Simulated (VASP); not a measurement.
A run of VASP 6.6.1 is set up as follows.

Contents of POSCAR:

```
Au
1.0
    0.0000000000      2.0719870000      2.0719870000
    2.0719870000      0.0000000000      2.0719870000
    2.0719870000      2.0719870000      0.0000000000
Au
1
Direct
    0.0000000000      0.0000000000      0.0000000000
```

Contents of INCAR.step1:

```
PREC = Accurate ; ENCUT = 550
ISMEAR = -1 ; SIGMA = 0.0974
LREAL = F ; LASPH = T
NELM = 120 ; GGA = PE
ALGO = Normal ; EDIFF = 1E-5
LWAVE = T ; LCHARG = F
GGA_COMPAT = F ; IBRION = 2
ISIF = 3 ; EDIFFG = -0.005
NELMIN = 4 ; NSW = 100
```

The input INCAR.step2:

```
PREC = Accurate ; ENCUT = 550
EDIFF = 1E-7 ; ISMEAR = -1
SIGMA = 0.0974 ; LREAL = F
LASPH = T ; NELM = 120
ALGO = Normal ; ISIF = 3
LWAVE = F ; LCHARG = F
METAGGA = R2SCAN ; LMIXTAU = T
IBRION = 2 ; NSW = 60
EDIFFG = -0.01 ; ISTART = 1
GGA_COMPAT = F ; NELMIN = 4
```

The input KPOINTS:

```
Automatic mesh
0
Gamma
  7 7 7
```

Potentials or basis: VASP PAW PBE potentials, release 64 (Au).

Run with:

```console
$ cat potpaw_PBE.64/Au/POTCAR > POTCAR
$ cp INCAR.step1 INCAR
$ mpirun -np 1 vasp_std > vasp.out
$ cp INCAR.step2 INCAR
$ mpirun -np 1 vasp_std > vasp.out
```

Problem. Estimate the relaxed cell.

Solution. a = 2.916 Å, b = 2.916 Å, c = 2.916 Å, α = 60.00°, β = 60.00°, γ = 60.00°.

Problem. Estimate the space group after relaxing (to 0.05 Å).

Solution. Fm-3m (No. 225).

Final structure:
```
Au
1.0
     0.00000    2.06183    2.06183
     2.06183    0.00000    2.06183
     2.06183    2.06183    0.00000
Au
1
Direct
  0.00000 0.00000 0.00000
```

Caveat: the k points lie up to 0.38 Å⁻¹ apart in the final cell.
